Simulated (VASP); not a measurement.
**Cs: relaxation of shape and atoms at fixed volume with PBE**

The system is Cs.

```
CELL_PARAMETERS angstrom
5.40429 0.00000 0.00000
-2.70215 4.68025 0.00000
0.00000 0.00000 8.75495
ATOMIC_POSITIONS crystal
Cs 0.33333 0.66667 0.25000
Cs 0.66667 0.33333 0.75000
```

This isn't the form of Cs at room conditions, which is bcc.

```yaml
Program: VASP 6.6.1
Task: relaxation of shape and atoms at fixed volume
Functional: PBE
Potentials_or_basis: VASP PAW PBE potentials, release 64 (Cs_sv)
Cutoff: 600 eV
k_mesh: 8 × 8 × 5
Occupations: fermi-dirac, width 0.05 eV
Spin: no spin polarisation
Dipole_correction: no
Further_INCAR_settings: ALGO = Normal; EDIFF = 1e-06; IBRION = 2; EDIFFG = -0.005; NSW = 50; ISIF = 4
```

```json
{"Energy gained by relaxing": "0.1 meV/atom", "Ionic steps": "4", "Pressure after relaxing": "0.1 GPa", "Band gap on the k mesh": "zero (bands 9 and 10 overlap by 1.34 eV)"}
```

The path:
| step | energy change (eV) | largest force (eV/Å) | pressure (GPa) | volume (Å³) |
| --- | --- | --- | --- | --- |
| 1 | 0.0000 | 0.0000 | 0.13 | 221.44 |
| 2 | 0.0000 | 0.0000 | 0.13 | 221.44 |
| 3 | -0.0001 | 0.0000 | 0.13 | 221.44 |
| 4 | -0.0002 | 0.0000 | 0.13 | 221.44 |

Final structure:
```yaml
crystal:
  lattice:
    - [5.42473, 0.00000, 0.00000]
    - [-2.71236, 4.69795, 0.00000]
    - [0.00000, 0.00000, 8.68913]
  atoms:
    - { symbol: Cs, position: [0.33333, 0.66667, 0.25000] }
    - { symbol: Cs, position: [0.66667, 0.33333, 0.75000] }
```

Levels at points of the mesh, in eV from the Fermi level:
```csv
k point,band 6,band 7,band 8,band 9,band 10,band 11,band 12,band 13
"(0.00, 0.00, 0.00)",-10.57,-10.57,-10.56,-1.71,-0.01,0.86,2.39,2.39
"(0.50, 0.00, 0.00)",-10.62,-10.60,-10.58,-0.03,0.34,0.78,0.96,1.71
```

Wall time 2.4 min on 1 thread of AMD EPYC 9R45 96-Core Processor (Zen 5), on a shared host, peak memory 0.42 GiB.

Caveat: spin-orbit coupling is left out, which moves the levels of the heavy elements.
